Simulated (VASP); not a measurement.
A run of VASP 6.6.1:

Contents of INCAR:

```
PREC     = Accurate       # precision mode
ENCUT    = 520            # plane-wave cutoff, eV
EDIFF    = 1E-6           # SCF threshold, eV
ISMEAR   = 1              # smearing method
SIGMA    = 0.1            # smearing width, eV
LREAL    = F              # projectors in reciprocal space
LASPH    = T              # aspherical terms in the spheres
NELM     = 150            # most SCF steps
ALGO     = Normal         # electronic algorithm
ISIF     = 2              # what is computed and relaxed
LWAVE    = F              # write WAVECAR
LCHARG   = T              # write CHGCAR
ISPIN    = 2              # spin polarisation
MAGMOM   = 1 -1           # initial moments
LORBIT   = 11             # projections on sites
LMAXMIX  = 4              # l up to which the mixer works
GGA      = PE             # functional
LELF     = T              # ELF
LVHAR    = T            
NBANDS   = 23             # bands
```

The input KPOINTS:

```
Automatic mesh
0
Gamma
  18 18 18
```

The input POSCAR:

```
Cr
1.0
    2.8658771007      0.0000000000      0.0000000000
    0.0000000000      2.8658771007      0.0000000000
    0.0000000000      0.0000000000      2.8658771007
Cr
2
Direct
    0.0000000000      0.0000000000      0.0000000000
    0.5000000000      0.5000000000      0.5000000000
```

Potentials or basis: VASP PAW PBE potentials, release 64 (Cr_pv).

Run with:

```console
$ cat potpaw_PBE.64/Cr_pv/POTCAR > POTCAR
$ mpirun -np 1 vasp_std > vasp.out
```

Hardware: 1 thread of Intel(R) Xeon(R) Platinum 8259CL CPU @ 2.50GHz (Skylake/Cascade Lake) (shared host).

Question: How long does it take, and how much memory?

Answer: It took 2.4 min on 1 thread of Intel(R) Xeon(R) Platinum 8259CL CPU @ 2.50GHz (Skylake/Cascade Lake) (shared host), peak memory 0.27 GiB. Counts: scf iterations 17, k points 220.
